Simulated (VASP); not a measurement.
WSe2: relaxation of cell and atoms with PBEsol

Crystal: WSe2.

```
W Se
1.0
     3.29000    0.00000    0.00000
    -1.64500    2.84922    0.00000
     0.00000    0.00000   12.97000
W Se
2 4
Cartesian
  0.0000 1.8995 3.2425
  1.6450 0.9497 9.7275
  0.0000 1.8995 8.0544
  1.6450 0.9497 1.5694
  0.0000 1.8995 11.4006
  1.6450 0.9497 4.9156
```

```
Program                : VASP 6.6.1
Task                   : relaxation of cell and atoms
Functional             : PBEsol
Potentials or basis    : VASP PAW PBE potentials, release 64 (W_sv, Se)
Cutoff                 : 600 eV
k mesh                 : 12 × 12 × 2
Occupations            : fermi-dirac, width 0.02 eV
Spin                   : no spin polarisation
Dipole correction      : no
Further INCAR settings : ALGO = Normal; EDIFF = 1e-07; IBRION = 2; EDIFFG = -0.01; NSW = 80; ISIF = 3
```

The relaxed volume is 20.48 Å³/atom and the relaxed cell is a = 3.275 Å, b = 3.275 Å, c = 13.227 Å, α = 90.00°, β = 90.00°, γ = 120.00°. The space group after relaxing (to 0.05 Å) is P6_3/mmc (No. 194), the energy gained by relaxing is 1.4 meV/atom and the ionic steps are 10. The pressure after relaxing is 0.0 GPa, the largest force after relaxing is 0.007 eV/Å and the band gap on the k mesh is 1.04 eV, indirect (least direct gap 1.58 eV).

Forces in eV/Å, atoms in the order of the input:
```
W    0.000  0.000  0.000
W    0.000  0.000  0.000
Se   0.000  0.000 -0.007
Se   0.000  0.000 -0.007
Se   0.000  0.000  0.007
Se   0.000  0.000  0.007
```

Stress tensor (GPa, compression positive):
```
-0.08  0.00  0.00
 0.00 -0.08  0.00
 0.00  0.00  0.07
```

Step by step:
```
step  energy change (eV)  largest force (eV/Å)  pressure (GPa)  volume (Å³)
   1              0.0000                0.0719           -0.83       121.58
   2              0.0008                0.1602            1.57       119.75
   3             -0.0036                0.0367            0.29       120.71
   4             -0.0051                0.0738            0.03       120.78
   5             -0.0052                0.0512            0.07       120.77
   6             -0.0057                0.0473            0.06       120.92
   7             -0.0069                0.0356            0.03       121.36
   8             -0.0083                0.0123           -0.03       122.26
   9             -0.0076                0.0348           -0.07       124.05
  10             -0.0085                0.0068           -0.03       122.88
```

Final structure:
```xyz
6
Lattice="3.2752 0.0000 0.0000 -1.6376 2.8364 0.0000 0.0000 0.0000 13.2272" Properties=species:S:1:pos:R:3 pbc="T T T"
W     0.0000    1.8910    3.3068
W     1.6376    0.9455    9.9204
Se    0.0000    1.8910    8.2448
Se    1.6376    0.9455    1.6312
Se    0.0000    1.8910   11.5960
Se    1.6376    0.9455    4.9824
```

Levels at points of the mesh, in eV from the valence-band top:
| k point | band 24 | band 25 | band 26 | band 27 | band 28 | band 29 |
| --- | --- | --- | --- | --- | --- | --- |
| (0.00, 0.00, 0.00) | -1.18 | -1.08 | 0.00 | 2.79 | 2.79 | 2.82 |
| (0.50, 0.00, 0.00) | -1.22 | -1.19 | -0.99 | 2.27 | 2.30 | 2.41 |
| (0.00, 0.00, 0.50) | -1.41 | -0.24 | -0.24 | 2.79 | 2.79 | 2.79 |
| (0.50, 0.00, 0.50) | -1.27 | -1.09 | -1.09 | 2.28 | 2.28 | 2.62 |

Wall time 20 min on 1 thread of Intel(R) Xeon(R) Platinum 8259CL CPU @ 2.50GHz (Skylake/Cascade Lake), with other jobs on the host, peak memory 0.39 GiB.

Caveat: the PAW data sets were made with another functional, which shifts forces and pressure a little; spin-orbit coupling is left out, which moves the levels of the heavy elements; this functional lacks dispersion, which binds the layers, so the pressure and a relaxed spacing across them are unreliable. A hybrid or GW would open this gap; PBEsol tends to underestimate it.
